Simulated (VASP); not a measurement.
## Rh: single point with PBEsol

Rh:

```xyz
4
Lattice="2.3813 0.0000 0.0000 -1.1906 2.5720 0.0000 0.0000 0.0000 8.7275" Properties=species:S:1:pos:R:3 pbc="T T T"
Rh    0.0000    0.0000    0.0000
Rh    0.0000    1.7147    2.1819
Rh    0.0000    0.0000    4.3638
Rh    1.1906    0.8573    6.5456
```

This cell differs from its parent crystal: strain +e along x and -e along y -0.1100, strain +e along z and -e/2 along x and y +0.0000.

```json
{
 "Program": "VASP 6.6.1",
 "Task": "single point",
 "Functional": "PBEsol",
 "Potentials or basis": "VASP PAW PBE potentials, release 64 (Rh_pv)",
 "Cutoff": "520 eV",
 "k mesh": "18 × 18 × 6",
 "Occupations": "gaussian, width 0.15 eV",
 "Spin": "no spin polarisation"
}
```

The pressure is 17.4 GPa, the largest force is 0.504 eV/Å and the band gap on the k mesh is zero (bands 30 and 31 overlap by 2.24 eV).

Forces on the atoms (eV/Å):
```
Rh   0.000  0.000  0.000
Rh   0.000 -0.504  0.000
Rh   0.000  0.000  0.000
Rh   0.000  0.504  0.000
```

Stress tensor (GPa, compression positive):
```
 68.95   0.00   0.00
  0.00 -19.79   0.00
  0.00   0.00   2.89
```

Levels at points of the mesh, in eV from the Fermi level:
```
           k point  band 28  band 29  band 30  band 31  band 32  band 33
(0.00, 0.00, 0.00)    -0.96    -0.96    -0.72    -0.48    -0.19     0.12
(0.50, 0.00, 0.00)     0.45     0.48     0.54     1.46     1.77     2.21
(0.00, 0.50, 0.00)     0.64     0.70     0.70     0.73     0.89     0.92
(0.00, 0.00, 0.50)    -1.33    -1.21    -1.21    -0.29    -0.29    -0.19
(0.50, 0.00, 0.50)    -0.35     0.56     0.56     0.77     0.77     3.92
(0.00, 0.50, 0.50)     0.52     0.66     0.66     0.95     0.95     1.95
```

It took 5.4 min on 1 thread of Intel(R) Xeon(R) 6975P-C (Granite Rapids), with other jobs on the host, peak memory 0.57 GiB.

Caveat: the cell differs from its parent crystal (strain +e along x and -e along y -0.1100, strain +e along z and -e/2 along x and y +0.0000); the stress differs along the axes, from -20 to 69 GPa; the PAW data sets were made with another functional, which shifts forces and pressure a little.
